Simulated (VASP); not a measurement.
# Bi2Te2O3 (Cmm2) in VASP: single point with PBE

Aim: the single point of Bi2Te2O3 with PBE.

Program: VASP 6.6.1. These are calculated values, not measurements. Logs are shortened: lines on timing, memory, paths and dates and some standing lists are left out, and cuts for length are marked.

## (1) The cell of the first run

It takes space group Cmm2 (No. 35, orthorhombic). The conventional cell has a = 6.231 Å, b = 8.343 Å, c = 6.402 Å, α = 90.00°, β = 90.00°, γ = 90.00°. Within 4.1 Å of Bi (site symmetry m) lie 3 Bi at 3.07 to 3.31 Å and 6 O at 3.53 to 4.05 Å and 4 Te at 3.60 Å. Te (site symmetry 2) has 4 O at 2.12 to 2.60 Å within 2.8 Å. Within 2.5 Å of O (site symmetry m) lie 2 O at 1.92 to 2.39 Å and 2 Te at 2.12 Å. Within 2.5 Å of O (site symmetry mm2) lie 2 O at 1.92 Å.

The cell was generated, and may not be a known phase.

## (2) Single point, PBE

INCAR

```
SYSTEM = Bi2Te2O3
PREC = Accurate
ENCUT = 520
EDIFF = 1E-6
ISMEAR = 0
SIGMA = 0.15
LREAL = .False.
LASPH = .True.
NELM = 60
ALGO = Normal
ISIF = 2
LWAVE = .False.
LCHARG = .True.
GGA = PE
LELF = .True.
LVHAR = .True.
NBANDS = 39
```

KPOINTS

```
Automatic mesh
0
Gamma
  3 3 2
  0 0 0
```

POSCAR

```
Bi2Te2O3
1.0
    3.1157277683     -4.1714892611      0.0000000000
    3.1157277683      4.1714892611      0.0000000000
    0.0000000000      0.0000000000      6.4024658623
Bi Te O
2 2 3
Direct
    0.3160853506      0.6839146494      0.5401721242
    0.6839146494      0.3160853506      0.5401721242
    0.0000000000      0.5000000000      0.0403967063
    0.5000000000      0.0000000000      0.0403967063
    0.8084240999      0.8084240999      0.0425468995
    0.1915759001      0.1915759001      0.0425468995
    0.5000000000      0.5000000000      0.0437325401
```

Potentials or basis: VASP PAW PBE potentials, release 64 (Bi_d, Te, O).

Run with:

```console
$ cat potpaw_PBE.64/Bi_d/POTCAR potpaw_PBE.64/Te/POTCAR potpaw_PBE.64/O/POTCAR > POTCAR
$ mpirun -np 1 vasp_std > vasp.out
```

OUTCAR:

```text
SYSTEM = Bi2Te2O3
   PREC = Accurate
   ENCUT = 520
   EDIFF = 1E-6
   ISMEAR = 0
   LREAL = .False.
   LASPH = .True.
   NELM = 60
   ISIF = 2
   GGA = PE

 ion  position               nearest neighbor table
   1  0.316  0.684  0.540-   2 3.07   2 3.31   2 3.31   4 3.60   3 3.60   3 3.60   4 3.60
   2  0.684  0.316  0.540-   1 3.07   1 3.31   1 3.31   4 3.60   3 3.60   3 3.60   4 3.60
   3  0.000  0.500  0.040-   5 2.12   6 2.12   7 2.60   7 2.60   4 3.12   4 3.12   1 3.60   2 3.60
                             1 3.60   2 3.60
   4  0.500  0.000  0.040-   5 2.12   6 2.12   7 2.60   7 2.60   3 3.12   3 3.12   1 3.60   2 3.60
                             1 3.60   2 3.60
   5  0.808  0.808  0.043-   7 1.92   4 2.12   3 2.12
   6  0.192  0.192  0.043-   7 1.92   4 2.12   3 2.12
   7  0.500  0.500  0.044-   5 1.92   6 1.92   3 2.60   4 2.60   4 2.60   3 2.60

  LATTYP: Found a base centered orthorhombic cell.
 ALAT       =     6.2314555366
 B/A-ratio  =     1.3388490816
 C/A-ratio  =     1.0274430789

  Lattice vectors:

 A1 = (   3.1157277683,  -4.1714892611,   0.0000000000)
 A2 = (   3.1157277683,   4.1714892611,   0.0000000000)
 A3 = (   0.0000000000,   0.0000000000,   6.4024658623)

Analysis of symmetry for initial positions (statically):
=====================================================================
 Subroutine PRICEL returns:
 Original cell was already a primitive cell.

 Routine SETGRP: Setting up the symmetry group for a
 base centered orthorhombic supercell.

 Subroutine GETGRP returns: Found  4 space group operations
 (whereof  4 operations were pure point group operations)
 out of a pool of  8 trial point group operations.

The static configuration has the point symmetry C_2v.

Analysis of symmetry for dynamics (positions and initial velocities):
=====================================================================
 Subroutine PRICEL returns:
 Original cell was already a primitive cell.

 Routine SETGRP: Setting up the symmetry group for a
 base centered orthorhombic supercell.

 Subroutine GETGRP returns: Found  4 space group operations
 (whereof  4 operations were pure point group operations)
 out of a pool of  8 trial point group operations.

The dynamic configuration has the point symmetry C_2v.

 Subroutine INISYM returns: Found  4 space group operations
 (whereof  4 operations are pure point group operations),
 and found     1 'primitive' translations

----------------------------------------------------------------------------------------

                                     Primitive cell

  volume of cell :     166.4286

  direct lattice vectors                    reciprocal lattice vectors
     3.115727768 -4.171489261  0.000000000     0.160476151 -0.119861270  0.000000000
     3.115727768  4.171489261  0.000000000     0.160476151  0.119861270  0.000000000
     0.000000000  0.000000000  6.402465862     0.000000000  0.000000000  0.156189821

  length of vectors
     5.206638280  5.206638280  6.402465862     0.200298076  0.200298076  0.156189821

  position of ions in fractional coordinates (direct lattice)
     0.316085351  0.683914649  0.540172124
     0.683914649  0.316085351  0.540172124
     0.000000000  0.500000000  0.040396706
     0.500000000  0.000000000  0.040396706
     0.808424100  0.808424100  0.042546900
     0.191575900  0.191575900  0.042546900
     0.500000000  0.500000000  0.043732540

  ion indices of the primitive-cell ions
   primitive index   ion index
                 1           1
                 2           2
                 3           3
                 4           4
                 5           5
                 6           6
                 7           7

----------------------------------------------------------------------------------------

 KPOINTS: Automatic mesh

Automatic generation of k-mesh.
 Grid dimensions read from file:
 generate k-points for:    3    3    2

 Generating k-lattice:

  Cartesian coordinates                     Fractional coordinates (reciprocal lattice)
     0.053492050 -0.039953757  0.000000000     0.333333333  0.000000000  0.000000000
     0.053492050  0.039953757  0.000000000     0.000000000  0.333333333  0.000000000
     0.000000000  0.000000000  0.078094911     0.000000000  0.000000000  0.500000000

  Length of vectors
     0.066766025  0.066766025  0.078094911

  Shift w.r.t. Gamma in fractional coordinates (k-lattice)
     0.000000000  0.000000000  0.000000000

 Subroutine IBZKPT returns following result:
 ===========================================

 Found      8 irreducible k-points:

 Following reciprocal coordinates:
            Coordinates               Weight
  0.000000  0.000000  0.000000      1.000000
  0.333333  0.000000  0.000000      4.000000
  0.333333  0.333333  0.000000      2.000000
 -0.333333  0.333333  0.000000      2.000000
  0.000000  0.000000  0.500000      1.000000
  0.333333  0.000000  0.500000      4.000000
  0.333333  0.333333  0.500000      2.000000
 -0.333333  0.333333  0.500000      2.000000
   k-points           NKPTS =      8   k-points in BZ     NKDIM =      8   number of bands    NBANDS=     39
   number of dos      NEDOS =    301   number of ions     NIONS =      7
   total plane-waves  NPLWV =  76800
   dimension x,y,z NGX =    40 NGY =   40 NGZ =   48
   dimension x,y,z NGXF=    80 NGYF=   80 NGZF=   96
   ions per type =               2   2   3
   NGX,Y,Z   is equivalent  to a cutoff of  12.77, 12.77, 12.46 a.u.
   NGXF,Y,Z  is equivalent  to a cutoff of  25.54, 25.54, 24.93 a.u.
 SYSTEM =  Bi2Te2O3
   PREC   = accura    normal or accurate (medium, high low for compatibility)
   ISTART =      0    job   : 0-new  1-cont  2-samecut
   ICHARG =      2    charge: 1-file 2-atom 10-const
   ISPIN  =      1    spin polarized calculation?
   LNONCOLLINEAR =      F non collinear calculations
   LSORBIT =      F    spin-orbit coupling
   LASPH  =      T    aspherical Exc in radial PAW
   ENCUT  =  520.0 eV  38.22 Ry    6.18 a.u.   9.68  9.68 11.90*2*pi/ulx,y,z
   NELM   =     60;   NELMIN=  2; NELMDL= -5     # of ELM steps
   EDIFF  = 0.1E-05   stopping-criterion for ELM
   LREAL  =      F    real-space projection
   EDIFFG = 0.1E-04   stopping-criterion for IOM
   NSW    =      0    number of steps for IOM
   IBRION =     -1    ionic relax: 0-MD 1-quasi-New 2-CG
   NFREE  =      0    steps in history (QN), initial steepest desc. (CG)
   ISIF   =      2    stress and relaxation
   ISYM   =      2    0-nonsym 1-usesym 2-fastsym
   POTIM  = 0.5000    time-step for ionic-motion
   TEBEG  =    0.0;   TEEND  =   0.0 temperature during run
   PSTRESS=    0.0 pullay stress
   NELECT =      60.0000    total number of electrons
   NUPDOWN=      -1.0000    fix difference up-down
   EMIN   =  10.00;   EMAX   =-10.00  energy-range for DOS
   EFERMI =   0.00;   METHOD = LEGACY
   ISMEAR =     0;   SIGMA  =   0.15  broadening in eV -4-tet -1-fermi 0-gaus
   EFERMI_NEDOS =   21; number of points for ismear=-14 and -15
   IALGO  =     38    algorithm
   IMIX   =      4    mixing-type and parameters
     AMIX     =   0.40;   BMIX     =  1.00
     AMIX_MAG =   1.60;   BMIX_MAG =  1.00
  volume/ion in A,a.u.               =      23.78       160.45
  Fermi-wavevector in a.u.,A,eV,Ry     =   1.165152  2.201818 18.470989  1.357579
  Thomas-Fermi vector in A             =   2.301681
   LORBIT       =      0    0 simple, 1 ext, 2 COOP (PROOUT), +10 PAW based schemes
   GGA     = PE    functional components
   LHFCALC =     F    Hartree Fock is set to
   AEXX    =    0.0000 exact exchange contribution
   IVDW    =     0    specifies the selected vdW correction
   LEPSILON=     F    determine dielectric tensor
   LRPA    =     F    only Hartree local field effects (RPA)
 non-spin polarized calculation
 Gauss-broadening in eV      SIGMA  =   0.15
  energy-cutoff  :      520.00
  volume of cell :      166.43
 maximum number of plane-waves:      4495
   NGX = 19   NGY = 19   NGZ = 23

 number of electron      59.9999997 magnetization

 Free energy of the ion-electron system (eV)
  ---------------------------------------------------
  ext. energy  EPLUGINS =         0.00000000
  ---------------------------------------------------
  free energy    TOTEN  =       -27.69169901 eV

  energy without entropy =      -27.65184955  energy(sigma->0) =      -27.67177428

 E-fermi :   5.2743     XC(G=0):  -9.3603

 val. band max:        5.2621538004   @ k =  -0.3333   0.3333   0.0000
 cond. band min:       5.2942029328   @ k =   0.3333   0.0000   0.5000
 fundamental gap:      0.0320491325
 Fermi energy:         5.2743061264

 k-point     1 :       0.0000    0.0000    0.0000
  band No.  band energies     occupation
      1     -17.6571      2.00000
      2     -17.6454      2.00000
      3     -17.5966      2.00000
      4     -17.5807      2.00000
      5     -17.5416      2.00000
      6     -17.5352      2.00000
[... 31 lines left out ...]
     38      10.2050      0.00000
     39      11.7078      0.00000

 k-point     2 :       0.3333    0.0000    0.0000
  band No.  band energies     occupation
      1     -17.6588      2.00000
      2     -17.6358      2.00000
      3     -17.5875      2.00000
      4     -17.5794      2.00000
      5     -17.5779      2.00000
      6     -17.5471      2.00000
[... 31 lines left out ...]
     38      10.8521      0.00000
     39      11.8388      0.00000

 k-point     3 :       0.3333    0.3333    0.0000
  band No.  band energies     occupation
      1     -17.6588      2.00000
      2     -17.6224      2.00000
      3     -17.6032      2.00000
      4     -17.5960      2.00000
      5     -17.5711      2.00000
      6     -17.5475      2.00000
[... 31 lines left out ...]
     38      10.9583      0.00000
     39      11.2275      0.00000

 k-point     4 :      -0.3333    0.3333    0.0000
  band No.  band energies     occupation
      1     -17.6542      2.00000
      2     -17.6423      2.00000
      3     -17.6031      2.00000
      4     -17.5794      2.00000
      5     -17.5616      2.00000
      6     -17.5289      2.00000
[... 31 lines left out ...]
     38      11.1356      0.00000
     39      11.6535      0.00000

 k-point     5 :       0.0000    0.0000    0.5000
  band No.  band energies     occupation
      1     -17.6571      2.00000
      2     -17.6444      2.00000
      3     -17.5967      2.00000
      4     -17.5808      2.00000
      5     -17.5416      2.00000
      6     -17.5353      2.00000
[... 31 lines left out ...]
     38      10.6966      0.00000
     39      11.1895      0.00000

 k-point     6 :       0.3333    0.0000    0.5000
  band No.  band energies     occupation
      1     -17.6587      2.00000
      2     -17.6352      2.00000
      3     -17.5877      2.00000
      4     -17.5797      2.00000
      5     -17.5777      2.00000
      6     -17.5472      2.00000
[... 31 lines left out ...]
     38      10.3245      0.00000
     39      11.5777      0.00000

 k-point     7 :       0.3333    0.3333    0.5000
  band No.  band energies     occupation
      1     -17.6586      2.00000
      2     -17.6221      2.00000
      3     -17.6030      2.00000
      4     -17.5964      2.00000
      5     -17.5714      2.00000
      6     -17.5476      2.00000
[... 31 lines left out ...]
     38      10.9984      0.00000
     39      11.1134      0.00000

 k-point     8 :      -0.3333    0.3333    0.5000
  band No.  band energies     occupation
      1     -17.6541      2.00000
      2     -17.6418      2.00000
      3     -17.6034      2.00000
      4     -17.5797      2.00000
      5     -17.5616      2.00000
      6     -17.5289      2.00000
[... 31 lines left out ...]
     38      11.1551      0.00000
     39      11.3729      0.00000

------------------------ aborting loop because EDIFF is reached ----------------------------------------

  FORCE on cell =-STRESS in cart. coord.  units (eV):
  Direction    XX          YY          ZZ          XY          YZ          ZX
  --------------------------------------------------------------------------------------
  -------------------------------------------------------------------------------------
  Total        0.6983994     -0.4635695     -0.2312469      0.0000000      0.0000000      0.0000000
  in kB        6.7233630     -4.4626986     -2.2261719      0.0000000      0.0000000      0.0000000
  external PRESSURE =       0.0114975 kB  Pullay stress =       0.0000000 kB

 VOLUME and BASIS-vectors are now :
 -----------------------------------------------------------------------------
  energy-cutoff  :      520.00
  volume of cell :      166.43
      direct lattice vectors                 reciprocal lattice vectors
     3.115727768 -4.171489261  0.000000000     0.160476151 -0.119861270  0.000000000
     3.115727768  4.171489261  0.000000000     0.160476151  0.119861270  0.000000000
     0.000000000  0.000000000  6.402465862     0.000000000  0.000000000  0.156189821

 POSITION                                       TOTAL-FORCE (eV/Angst)
 -----------------------------------------------------------------------------------
      3.11573      1.53440      3.45843        -0.000000     -0.000423      0.001537
      3.11573     -1.53440      3.45843        -0.000000      0.000423      0.001537
      1.55786      2.08574      0.25864        -0.000000      0.000000      0.001482
      1.55786     -2.08574      0.25864        -0.000000      0.000000      0.001482
      5.03766      0.00000      0.27241        -0.057790      0.000000     -0.000130
      1.19380      0.00000      0.27241         0.057790      0.000000     -0.000130
      3.11573      0.00000      0.28000        -0.000000      0.000000     -0.005779
 -----------------------------------------------------------------------------------
    total drift:                                0.000000      0.000000      0.002199

  FREE ENERGIE OF THE ION-ELECTRON SYSTEM (eV)
  ---------------------------------------------------
  free  energy   TOTEN  =       -27.6916990106 eV

  energy  without entropy=      -27.6518495459  energy(sigma->0) =      -27.67177428
```

Run time: 78 s. Hardware: 1 thread of Intel Xeon Platinum 8259CL at 2.50GHz (Skylake/Cascade Lake), shared host; peak memory 0.27 GiB.

Results:

| Property | Result |
| --- | --- |
| Free energy | -27.6917 eV |
| Pressure | 0.0 GPa |
| Largest force | 0.058 eV/Å |
| Band gap on the k mesh | 0.03 eV (least direct gap 0.27 eV) |

Forces on the atoms (eV/Å):
```
Bi   0.000  0.000  0.002
Bi   0.000  0.000  0.002
Te   0.000  0.000  0.001
Te   0.000  0.000  0.001
O   -0.058  0.000  0.000
O    0.058  0.000  0.000
O    0.000  0.000 -0.006
```

Stress tensor (GPa, compression positive):
```
 0.67  0.00  0.00
 0.00 -0.45  0.00
 0.00  0.00 -0.22
```

Caveat: the k points lie up to 0.49 Å⁻¹ apart; spin-orbit coupling is left out, which moves the levels of the heavy elements. A k mesh can miss the band edges.
